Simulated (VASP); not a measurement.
Input of a VASP 6.6.1 run:

INCAR

```
PREC = Accurate ; ENCUT = 600
EDIFF = 1E-6 ; ISMEAR = 0
SIGMA = 0.1 ; LREAL = False
LASPH = True ; NELM = 120
ALGO = Normal ; ISIF = 2
LWAVE = False ; LCHARG = False
GGA = PS ; ISYM = 0
NBANDS = 16 ; GGA_COMPAT = False
```

Contents of KPOINTS:

```
regular mesh
0
Gamma
  9 9 8
```

POSCAR

```
SiC
1.0
    0.0507383533      1.8480362021      1.7382841849
    1.8480362021      0.0507383533      1.7382841849
    5.3974138305      5.3974138305     -1.5998647197
C Si
2 2
Direct
   -0.0199358188     -0.0199358188      0.0343326888
    0.2699358188      0.2699358188      0.0906673112
    0.0381613068      0.0381613068      0.3861922962
    0.2118386932      0.2118386932      0.7388077038
```

Potentials or basis: VASP PAW PBE potentials, release 64 (C, Si).

The run is started by

```console
$ cat potpaw_PBE.64/C/POTCAR potpaw_PBE.64/Si/POTCAR > POTCAR
$ mpirun -np 1 vasp_std > vasp.out
```

(1) Predict the largest force.

(2) What does it give for the pressure?

Answers

(1) 0.017 eV/Å.

(2) 0.4 GPa.

Caveat: the PAW data sets were made with another functional, which shifts forces and pressure a little.
